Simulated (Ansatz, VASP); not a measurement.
# I: VASP beside Ansatz

```
I
1.0
     3.63503   -2.39502    0.00000
     3.63503    2.39502    0.00000
     0.00000    0.00000    9.79344
I
4
Direct
  0.64930 0.35070 0.38440
  0.14930 0.85070 0.11560
  0.35070 0.64930 0.61560
  0.85070 0.14930 0.88440
```

Alike in both runs: task single point; functional r2SCAN-based global hybrid with a share of 0.5 of exact exchange; k mesh 4 × 4 × 2; occupations fermi-dirac, width 0.05 eV; no spin polarisation.

|  | VASP | Ansatz |
| --- | --- | --- |
| version | VASP 6.6.1 | Ansatz 0.2.0 |
| potentials or method | VASP PAW PBE potentials, release 64 (I) | Ansatz PAW |
| plane-wave cutoff (eV) | 520 | 500 |
| valence electrons in the cell | 28 | 68 |

Ansatz gave:

- gap on the k mesh at the Fermi level (eV): 4.53
- least direct gap on the mesh (eV): 4.85
- pressure (GPa): 0.1
- traceless stress, the component that is largest in VASP (GPa): -0.43
- rms of the force components (eV/Å): 0.154

Question: Which values does VASP return?

Answer: gap on the k mesh at the Fermi level (eV): 4.55; least direct gap on the mesh (eV): 4.85; pressure (GPa): -0.3; traceless stress, the component that is largest in VASP (GPa): -0.69; rms of the force components (eV/Å): 0.194.

VASP's potentials were made for PBE, not for r2SCAN-based global hybrid. Atom by atom the forces differ by 0.041 eV/Å (rms over components). The functional is the same, so the differences come from potentials, cutoffs and numerics. VASP's potentials hold 28 valence electrons a cell and Ansatz's 68, so a difference there can come from the potentials and not from the codes.

Spin-orbit coupling is off throughout.
